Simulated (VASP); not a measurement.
Ge3S:

```xyz
4
Lattice="-2.7469 2.7469 2.7469 2.7469 -2.7469 2.7469 2.7469 2.7469 -2.7469" Properties=species:S:1:pos:R:3 pbc="T T T"
Ge    2.7469    0.0000    0.0000
Ge    0.0000    2.7469    0.0000
Ge    0.0000    0.0000    2.7469
S     0.0000    0.0000    0.0000
```

| Item | Value |
| --- | --- |
| Program | VASP 6.6.1 |
| Task | relaxation of cell and atoms |
| Functional | PBE |
| Potentials or basis | VASP PAW PBE potentials, release 64 (Ge_d, S) |
| Cutoff | 600 eV |
| k mesh | 12 × 12 × 12 |
| Occupations | gaussian, width 0.1 eV |
| Spin | no spin polarisation |

At the start: pressure -3.8 GPa; volume 20.73 Å³/atom.

Question: Where does the relaxation end?

Answer: Over 3 steps the energy falls by 17.3 meV/atom and the volume is 19.34 Å³/atom (-6.7 %); space group Im-3m (No. 229, to 0.05 Å).

The path:
```tsv
step	energy change (eV)	largest force (eV/Å)	pressure (GPa)	volume (Å³)
1	0.0000	0.0000	-3.79	82.90
2	-0.0691	0.0000	0.17	77.16
3	-0.0692	0.0000	0.02	77.37
```

Final structure:
```
Ge S
1.0
    -2.68432    2.68432    2.68432
     2.68432   -2.68432    2.68432
     2.68432    2.68432   -2.68432
Ge S
3 1
Direct
  0.00000 0.50000 0.50000
  0.50000 0.00000 0.50000
  0.50000 0.50000 0.00000
  0.00000 0.00000 0.00000
```
